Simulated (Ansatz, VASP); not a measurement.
**GaPt2F in VASP and in Ansatz**

The input INCAR:

```
  PREC = Accurate
  ENCUT = 520
  EDIFF = 1E-6
  ISMEAR = 0
  SIGMA = 0.1
  LREAL = F
  LASPH = T
  NELM = 150
  ALGO = Normal
  ISIF = 2
  LWAVE = F
  LCHARG = F
  ISPIN = 2
  MAGMOM = 0 1 1 0
  LORBIT = 11
  LMAXMIX = 4
  GGA = PE
  NBANDS = 32
```

The input KPOINTS:

```
Automatic mesh
0
Gamma
  6 6 4
```

File POSCAR:

```
GaPt2F
1.0
    3.3781497800      0.0000000000      0.0000000000
   -1.6890748900      2.9255635300      0.0000000000
    0.0000000000      0.0000000000      6.1358355300
Ga Pt F
1 2 1
Direct
    0.0000000000      0.0000000000      0.0000000000
    0.0000000000      0.0000000000      0.2735285200
    0.0000000000      0.0000000000      0.7264714800
    0.0000000000      0.0000000000      0.5000000000
```

Input for Ansatz:

```yaml
crystal:
  lattice:
    - [3.37814978, 0.0, 0.0]
    - [-1.68907489, 2.92556353, 0.0]
    - [0.0, 0.0, 6.13583553]
  atoms:
    - { symbol: Ga, position: [0.0, 0.0, 0.0] }
    - { symbol: Pt, position: [0.0, 0.0, 0.27352852], spin: 1.0 }
    - { symbol: Pt, position: [0.0, 0.0, 0.72647148], spin: 1.0 }
    - { symbol: F, position: [0.0, 0.0, 0.5] }
basis:
  ecutwfc: 420
kpoints:
  mp_grid: { grid: [6, 6, 4] }
hamiltonian:
  xc: pbe
scf:
  occupations: { method: gaussian, width: 0.1 }
  lower_state_search: "off"
output:
  forces: true
  stress: true
  eigenvalues: true
  populations: true
magnetization:
  spin_polarized: true
```

Alike in both runs: task single point; functional PBE; k mesh 6 × 6 × 4; occupations gaussian, width 0.1 eV; collinear spin.

```csv
,VASP,Ansatz
version,VASP 6.6.1,Ansatz 0.2.0
potentials or method,"VASP PAW PBE potentials, release 64 (Ga_d, Pt, F), cutoff 520 eV","scalar-relativistic, plane waves, PAW"
valence electrons in the cell,40,56
```

```csv
,VASP,Ansatz,Ansatz less VASP
gap on the k mesh at the Fermi level (eV),none,none,-
rms of the force components (eV/Å),7.690,7.440,-0.2494
net moment per atom (μB),0.00,0.00,0.000
```

Atom by atom the forces differ by 0.249 eV/Å (rms over components). A gap of «none» marks a metal or a gap that the smearing closes. With one functional, cell and mesh, what is left measures potentials, basis and numerics. VASP's potentials hold 40 valence electrons a cell and Ansatz's 56, so a difference there can come from the potentials and not from the codes. Ansatz's warnings: seeded moment not kept.

Spin-orbit coupling is off throughout.
